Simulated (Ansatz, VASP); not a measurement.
Two plane-wave programs on HgS

INCAR

```
PREC = Accurate ; ENCUT = 500
EDIFF = 1E-6 ; ISMEAR = 0
SIGMA = 0.05 ; LREAL = F
LASPH = T ; NELM = 120
ALGO = Normal ; ISIF = 2
LWAVE = F ; LCHARG = F
GGA = RE ; IVDW = 13
NBANDS = 16 ; GGA_COMPAT = F
```

File KPOINTS:

```
Automatic mesh
0
Gamma
  8 8 8
```

File POSCAR:

```
HgS
1.0
    0.0000000000      2.9349832392      2.9349832392
    2.9349832392      0.0000000000      2.9349832392
    2.9349832392      2.9349832392      0.0000000000
Hg S
1 1
Direct
    0.0000000000      0.0000000000      0.0000000000
    0.7500000000      0.7500000000      0.7500000000
```

Input for Ansatz:

```yaml
crystal:
  lattice:
    - [0.0, 2.9349832392, 2.9349832392]
    - [2.9349832392, 0.0, 2.9349832392]
    - [2.9349832392, 2.9349832392, 0.0]
  atoms:
    - { symbol: Hg, position: [0.0, 0.0, 0.0] }
    - { symbol: S, position: [0.75, 0.75, 0.75] }
basis:
  ecutwfc: 420
  ecutrho_ratio: 4
kpoints:
  mp_grid: { grid: [8, 8, 8] }
hamiltonian:
  xc: revpbe
  dispersion: d4
scf:
  occupations: { method: gaussian, width: 0.05 }
output:
  forces: true
  stress: true
  eigenvalues: true
```

Alike in both runs: task single point; functional revPBE; dispersion D4; k mesh 8 × 8 × 8; occupations gaussian, width 0.05 eV; no spin polarisation.

|  | VASP | Ansatz |
| --- | --- | --- |
| version | VASP 6.6.1 | Ansatz 0.2.0 |
| potentials or method | VASP PAW PBE potentials, release 64 (Hg, S), cutoff 500 eV | scalar-relativistic, plane waves, PAW |
| valence electrons in the cell | 18 | 26 |

VASP gave:

* gap on the k mesh at the Fermi level (eV): none
* pressure (GPa): 1.5

Q: Estimate Ansatz's values.

A: gap on the k mesh at the Fermi level (eV): none; pressure (GPa): 1.2.

VASP's potentials were made for PBE, not for revPBE. A gap of «none» marks a metal or a gap that the smearing closes. VASP's potentials hold 18 valence electrons a cell and Ansatz's 26, so a difference there can come from the potentials and not from the codes.

Neither program's run includes spin-orbit coupling.
